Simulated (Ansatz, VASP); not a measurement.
## TiAl in VASP and in Ansatz

```
Ti Al
1.0
     2.88111    0.00000    0.00000
    -1.44056    2.49512    0.00000
     0.00000    0.00000    4.64858
Ti Al
1 1
Direct
  0.00000 0.00000 0.00000
  0.33333 0.66667 0.50000
```

Alike in both runs: functional PBE; k mesh 18 × 18 × 10; occupations gaussian, width 0.1 eV; no spin polarisation.

Ansatz relaxed the structure, and its values are those at the end. VASP's run is a single point on that final structure, the one shown.

```csv
,VASP,Ansatz
version,VASP 6.6.1,Ansatz 0.2.0
potentials or method,"VASP PAW PBE potentials, release 64 (Ti_sv, Al), cutoff 520 eV","scalar-relativistic, plane waves, PAW"
valence electrons in the cell,15,15
```

|  | VASP | Ansatz | Ansatz less VASP |
| --- | --- | --- | --- |
| gap on the k mesh at the Fermi level (eV) | none | none | - |
| pressure (GPa) | 0.0 | 0.0 | +0.05 |

A gap of «none» marks a metal or a gap that the smearing closes.
